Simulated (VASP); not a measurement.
# V (Fm-3m) in VASP: density of states with PBE

Aim: the density of states of V with PBE.

Program: VASP 6.6.1. These are calculated values, not measurements. Logs are shortened: lines on timing, memory, paths and dates and some standing lists are left out, and cuts for length are marked.

**1. The cell of the first run**

The structure is cubic, space group Fm-3m (No. 225). Conventional cell: a = 3.781 Å, b = 3.781 Å, c = 3.781 Å, α = 90.00°, β = 90.00°, γ = 90.00°. V (site symmetry m-3m) has 12 V at 2.67 Å within 3.5 Å.

**2. Density of states, PBE**

The input, POSCAR:

```
V
1.0
    0.0000000000      1.8906040000      1.8906040000
    1.8906040000      0.0000000000      1.8906040000
    1.8906040000      1.8906040000      0.0000000000
V
1
Direct
    0.0000000000      0.0000000000      0.0000000000
```

The input, INCAR.step1:

```
PREC = Accurate
ENCUT = 520
EDIFF = 1E-6
ISMEAR = -1
SIGMA = 0.1
LREAL = F
LASPH = T
NELM = 60
ALGO = Normal
ISIF = 2
LWAVE = F
LCHARG = T
LMAXMIX = 4
GGA = PE
NBANDS = 12
```

The input, KPOINTS.step1:

```
Automatic mesh
0
Gamma
  15 15 15
```

The input, INCAR.step2:

```
PREC = Accurate
ENCUT = 520
EDIFF = 1E-6
ISMEAR = -5
SIGMA = 0.1
LREAL = F
LASPH = T
NELM = 60
ALGO = Normal
ISIF = 2
LWAVE = F
LCHARG = F
LMAXMIX = 4
GGA = PE
LORBIT = 11
NEDOS = 2001
ICHARG = 11
```

The input, KPOINTS.step2:

```
Automatic mesh
0
Gamma
  23 23 23
```

Potentials or basis: VASP PAW PBE potentials, release 64 (V_sv).

Launch:

```bash
> cat potpaw_PBE.64/V_sv/POTCAR > POTCAR
> cp INCAR.step1 INCAR
> cp KPOINTS.step1 KPOINTS
> mpirun -np 1 vasp_std > vasp.out
> cp INCAR.step2 INCAR
> cp KPOINTS.step2 KPOINTS
> mpirun -np 1 vasp_std > vasp.out
```

OUTCAR:

```text
PREC = Accurate
   ENCUT = 520
   EDIFF = 1E-6
   ISMEAR = -5
   LREAL = F
   LASPH = T
   NELM = 60
   ISIF = 2
   GGA = PE
   LORBIT = 11
   ICHARG = 11

 ion  position               nearest neighbor table
   1  0.000  0.000  0.000-

  LATTYP: Found a face centered cubic cell.
 ALAT       =     3.7812080000

  Lattice vectors:

 A1 = (   0.0000000000,   1.8906040000,   1.8906040000)
 A2 = (   1.8906040000,   0.0000000000,   1.8906040000)
 A3 = (   1.8906040000,   1.8906040000,   0.0000000000)

Analysis of symmetry for initial positions (statically):
=====================================================================
 Subroutine PRICEL returns:
 Original cell was already a primitive cell.

 Routine SETGRP: Setting up the symmetry group for a
 face centered cubic supercell.

 Subroutine GETGRP returns: Found 48 space group operations
 (whereof 48 operations were pure point group operations)
 out of a pool of 48 trial point group operations.

The static configuration has the point symmetry O_h .

Analysis of symmetry for dynamics (positions and initial velocities):
=====================================================================
 Subroutine PRICEL returns:
 Original cell was already a primitive cell.

 Routine SETGRP: Setting up the symmetry group for a
 face centered cubic supercell.

 Subroutine GETGRP returns: Found 48 space group operations
 (whereof 48 operations were pure point group operations)
 out of a pool of 48 trial point group operations.

The dynamic configuration has the point symmetry O_h .

 Subroutine INISYM returns: Found 48 space group operations
 (whereof 48 operations are pure point group operations),
 and found     1 'primitive' translations

----------------------------------------------------------------------------------------

                                     Primitive cell

  volume of cell :      13.5155

  direct lattice vectors                    reciprocal lattice vectors
     0.000000000  1.890604000  1.890604000    -0.264465747  0.264465747  0.264465747
     1.890604000  0.000000000  1.890604000     0.264465747 -0.264465747  0.264465747
     1.890604000  1.890604000  0.000000000     0.264465747  0.264465747 -0.264465747

  length of vectors
     2.673717818  2.673717818  2.673717818     0.458068111  0.458068111  0.458068111

  position of ions in fractional coordinates (direct lattice)
     0.000000000  0.000000000  0.000000000

  ion indices of the primitive-cell ions
   primitive index   ion index
                 1           1

----------------------------------------------------------------------------------------

 KPOINTS: Automatic mesh

Automatic generation of k-mesh.
 Grid dimensions read from file:
 generate k-points for:   23   23   23

 Generating k-lattice:

  Cartesian coordinates                     Fractional coordinates (reciprocal lattice)
    -0.011498511  0.011498511  0.011498511     0.043478261  0.000000000  0.000000000
     0.011498511 -0.011498511  0.011498511     0.000000000  0.043478261  0.000000000
     0.011498511  0.011498511 -0.011498511     0.000000000  0.000000000  0.043478261

  Length of vectors
     0.019916005  0.019916005  0.019916005

  Shift w.r.t. Gamma in fractional coordinates (k-lattice)
     0.000000000  0.000000000  0.000000000

 TETIRR: Found   1662 inequivalent tetrahedra from    73002

 Subroutine IBZKPT returns following result:
 ===========================================

 Found    364 irreducible k-points:

 Following reciprocal coordinates:
            Coordinates               Weight
  0.000000  0.000000  0.000000      1.000000
  0.043478  0.000000  0.000000      8.000000
  0.086957  0.000000  0.000000      8.000000
  0.130435  0.000000  0.000000      8.000000
  0.173913  0.000000  0.000000      8.000000
  0.217391  0.000000  0.000000      8.000000
[... 16 lines left out ...]
  0.478261  0.043478  0.000000     24.000000
 -0.478261  0.043478  0.000000     24.000000
 [... further k-points ...]
   k-points           NKPTS =    364   k-points in BZ     NKDIM =    364   number of bands    NBANDS=     10
   number of dos      NEDOS =   2001   number of ions     NIONS =      1
   total plane-waves  NPLWV =   8000
   dimension x,y,z NGX =    20 NGY =   20 NGZ =   20
   dimension x,y,z NGXF=    40 NGYF=   40 NGZF=   40
   ions per type =               1
   NGX,Y,Z   is equivalent  to a cutoff of  12.44, 12.44, 12.44 a.u.
   NGXF,Y,Z  is equivalent  to a cutoff of  24.87, 24.87, 24.87 a.u.
 SYSTEM =  unknown system
   PREC   = accura    normal or accurate (medium, high low for compatibility)
   ISTART =      0    job   : 0-new  1-cont  2-samecut
   ICHARG =     11    charge: 1-file 2-atom 10-const
   ISPIN  =      1    spin polarized calculation?
   LNONCOLLINEAR =      F non collinear calculations
   LSORBIT =      F    spin-orbit coupling
   LASPH  =      T    aspherical Exc in radial PAW
   ENCUT  =  520.0 eV  38.22 Ry    6.18 a.u.   4.97  4.97  4.97*2*pi/ulx,y,z
   NELM   =     60;   NELMIN=  2; NELMDL=  0     # of ELM steps
   EDIFF  = 0.1E-05   stopping-criterion for ELM
   LREAL  =      F    real-space projection
   EDIFFG = 0.1E-04   stopping-criterion for IOM
   NSW    =      0    number of steps for IOM
   IBRION =     -1    ionic relax: 0-MD 1-quasi-New 2-CG
   NFREE  =      0    steps in history (QN), initial steepest desc. (CG)
   ISIF   =      2    stress and relaxation
   ISYM   =      2    0-nonsym 1-usesym 2-fastsym
   POTIM  = 0.5000    time-step for ionic-motion
   TEBEG  =    0.0;   TEEND  =   0.0 temperature during run
   PSTRESS=    0.0 pullay stress
   NELECT =      13.0000    total number of electrons
   NUPDOWN=      -1.0000    fix difference up-down
   EMIN   =  10.00;   EMAX   =-10.00  energy-range for DOS
   EFERMI =   0.00;   METHOD = LEGACY
   ISMEAR =    -5;   SIGMA  =   0.10  broadening in eV -4-tet -1-fermi 0-gaus
   EFERMI_NEDOS =   21; number of points for ismear=-14 and -15
   IALGO  =     38    algorithm
   IMIX   =      4    mixing-type and parameters
     AMIX     =   0.40;   BMIX     =  1.00
     AMIX_MAG =   1.60;   BMIX_MAG =  1.00
  volume/ion in A,a.u.               =      13.52        91.21
  Fermi-wavevector in a.u.,A,eV,Ry     =   1.616015  3.053825 35.531674  2.611504
  Thomas-Fermi vector in A             =   2.710670
   LORBIT       =     11    0 simple, 1 ext, 2 COOP (PROOUT), +10 PAW based schemes
   GGA     = PE    functional components
   LHFCALC =     F    Hartree Fock is set to
   AEXX    =    0.0000 exact exchange contribution
   IVDW    =     0    specifies the selected vdW correction
   LEPSILON=     F    determine dielectric tensor
   LRPA    =     F    only Hartree local field effects (RPA)
 non-spin polarized calculation
 Fermi weights with tetrahedron method with Bloechl corrections
  energy-cutoff  :      520.00
  volume of cell :       13.52
 maximum number of plane-waves:       376

 number of electron      13.0000008 magnetization

 Free energy of the ion-electron system (eV)
  ---------------------------------------------------
  ext. energy  EPLUGINS =         0.00000000
  ---------------------------------------------------
  free energy    TOTEN  =        -8.74327284 eV

  energy without entropy =       -8.74327284  energy(sigma->0) =       -8.74327284

 E-fermi :   9.9864     XC(G=0): -12.8878

 val. band max:       10.0033476026   @ k =   0.0870   0.0000   0.0000
 cond. band min:      10.0027556113   @ k =  -0.4783   0.1739   0.0435
 fundamental gap:     -0.0005919914
 Fermi energy:         9.9863846354

 k-point     1 :       0.0000    0.0000    0.0000
  band No.  band energies     occupation
      1     -54.0530      2.00000
      2     -27.3677      2.00000
      3     -27.3677      2.00000
      4     -27.3677      2.00000
      5       3.0887      2.00000
      6      10.1559      0.00000
      7      10.1559      0.00000
      8      10.1559      0.00000
      9      11.9645      0.00000
     10      11.9645      0.00000

 k-point     2 :       0.0435    0.0000    0.0000
  band No.  band energies     occupation
      1     -54.0497      2.00000
      2     -27.3848      2.00000
      3     -27.3698      2.00000
      4     -27.3698      2.00000
      5       3.1610      2.00000
      6      10.1159      0.00000
      7      10.1818      0.00000
      8      10.1818      0.00000
      9      11.9483      0.00000
     10      11.9483      0.00000

 k-point     3 :       0.0870    0.0000    0.0000
  band No.  band energies     occupation
      1     -54.0400      2.00000
      2     -27.4346      2.00000
      3     -27.3760      2.00000
      4     -27.3760      2.00000
      5       3.3747      2.00000
      6      10.0033      1.02070
      7      10.2535      0.00000
      8      10.2535      0.00000
      9      11.9075      0.00000
     10      11.9075      0.00000

 k-point     4 :       0.1304    0.0000    0.0000
  band No.  band energies     occupation
      1     -54.0245      2.00000
      2     -27.5132      2.00000
      3     -27.3858      2.00000
      4     -27.3858      2.00000
      5       3.7190      2.00000
      6       9.8389      2.00412
      7      10.3509      0.00000
      8      10.3509      0.00000
      9      11.8649      0.00000
     10      11.8649      0.00000
[... 222 lines left out ...]
 k-point    22 :       0.4348    0.0435    0.0000
  band No.  band energies     occupation
      1     -53.8807      2.00000
      2     -28.1972      2.00000
      3     -27.4818      2.00000
      4     -27.4797      2.00000
      5       6.5660      2.00000
      6       9.9714      1.66415
      7      10.1450      0.00000
      8      10.3234      0.00000
      9      13.0661      0.00000
     10      13.0884      0.00000

 k-point    23 :       0.4783    0.0435    0.0000
  band No.  band energies     occupation
      1     -53.8718      2.00000
      2     -28.2381      2.00000
      3     -27.4881      2.00000
      4     -27.4845      2.00000
      5       6.6266      2.00000
      6       9.9449      1.95297
      7      10.0904      0.00000
      8      10.6445      0.00000
      9      13.1723      0.00000
     10      13.2781      0.00000

 k-point    24 :      -0.4783    0.0435    0.0000
  band No.  band energies     occupation
      1     -53.8695      2.00000
      2     -28.2485      2.00000
      3     -27.4925      2.00000
      4     -27.4829      2.00000
      5       6.6391      2.00000
      6       9.9408      2.00789
      7      10.0716      0.00000
      8      10.7432      0.00000
      9      13.1551      0.00000
     10      13.3721      0.00000

 [... further k-points ...]
[... 5 lines left out ...]
  --------------------------------------------------------------------------------------
  -------------------------------------------------------------------------------------
  Total        0.2808468      0.2808468      0.2808468     -0.0000000     -0.0000000      0.0000000
  in kB       33.2926441     33.2926441     33.2926441     -0.0000000     -0.0000000      0.0000000
  external PRESSURE =      33.2926441 kB  Pullay stress =       0.0000000 kB

 VOLUME and BASIS-vectors are now :
 -----------------------------------------------------------------------------
  energy-cutoff  :      520.00
  volume of cell :       13.52
      direct lattice vectors                 reciprocal lattice vectors
     0.000000000  1.890604000  1.890604000    -0.264465747  0.264465747  0.264465747
     1.890604000  0.000000000  1.890604000     0.264465747 -0.264465747  0.264465747
     1.890604000  1.890604000  0.000000000     0.264465747  0.264465747 -0.264465747

 POSITION                                       TOTAL-FORCE (eV/Angst)
 -----------------------------------------------------------------------------------
      0.00000      0.00000      0.00000        -0.000000     -0.000000     -0.000000
 -----------------------------------------------------------------------------------
    total drift:                               -0.000000      0.000000      0.000000

  FREE ENERGIE OF THE ION-ELECTRON SYSTEM (eV)
  ---------------------------------------------------
  free  energy   TOTEN  =        -8.7432728408 eV

  energy  without entropy=       -8.7432728408  energy(sigma->0) =       -8.74327284

 total charge

# of ion       s       p       d       tot
------------------------------------------
    1        2.350   6.235   3.051  11.636
```

Run time: 36 s. Hardware: 1 thread of Intel Xeon 6975P-C, shared host; peak memory 0.16 GiB.

Results:

| Quantity | Value |
| --- | --- |
| Valence electrons inside the program's atomic spheres | V 11.64 |

Levels at points of the mesh, in eV from the Fermi level:
```csv
k point,band 2,band 3,band 4,band 5,band 6,band 7,band 8,band 9,band 10
"(0.00, 0.00, 0.00)",-37.35,-37.35,-37.35,-6.90,0.17,0.17,0.17,1.98,1.98
```

Caveat: tetrahedron occupations give inexact forces and stress in metals.
